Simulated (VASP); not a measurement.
SnW: single point with PBE

Crystal: SnW.

```
CELL_PARAMETERS angstrom
4.27461 0.00000 0.00000
-2.13730 3.70192 0.00000
0.00000 0.00000 5.45779
ATOMIC_POSITIONS crystal
Sn 0.33333 0.66667 0.25000
Sn 0.66667 0.33333 0.75000
W 0.00000 0.00000 0.50000
W 0.00000 0.00000 0.00000
```

The cell was built from a structure type or drawn by symmetry, and may not be a known phase.

```
Program                : VASP 6.6.1
Task                   : single point
Functional             : PBE
Potentials or basis    : VASP PAW PBE potentials, release 64 (Sn_d, W_sv)
Cutoff                 : 520 eV
k mesh                 : 6 × 6 × 4
Occupations            : gaussian, width 0.1 eV
Spin                   : no spin polarisation
Dipole correction      : no
Further INCAR settings : ALGO = Normal; EDIFF = 1e-07; NBANDS = 36
```

| Property | Result |
| --- | --- |
| Pressure | 3.1 GPa |
| Band gap on the k mesh | zero (bands 28 and 29 overlap by 0.51 eV) |

Stress tensor (GPa, compression positive):
```
3.12 0.00 0.00
0.00 3.12 0.00
0.00 0.00 3.03
```

Levels at points of the mesh, in eV from the Fermi level:
```tsv
k point	band 26	band 27	band 28	band 29	band 30	band 31
(0.00, 0.00, 0.00)	-1.57	-0.02	-0.02	2.24	2.24	2.68
(0.50, 0.00, 0.00)	-0.85	-0.81	-0.55	-0.21	0.81	0.88
(0.00, 0.00, 0.50)	-1.30	-0.30	-0.30	-0.30	-0.30	1.89
(0.50, 0.00, 0.50)	-1.43	0.21	0.21	0.36	0.36	0.39
```

It took 3 min on 1 thread of Intel Xeon 8259CL (shared host), peak memory 0.23 GiB.

Caveat: the cell stands under pressure; spin-orbit coupling is left out, which moves the levels of the heavy elements.
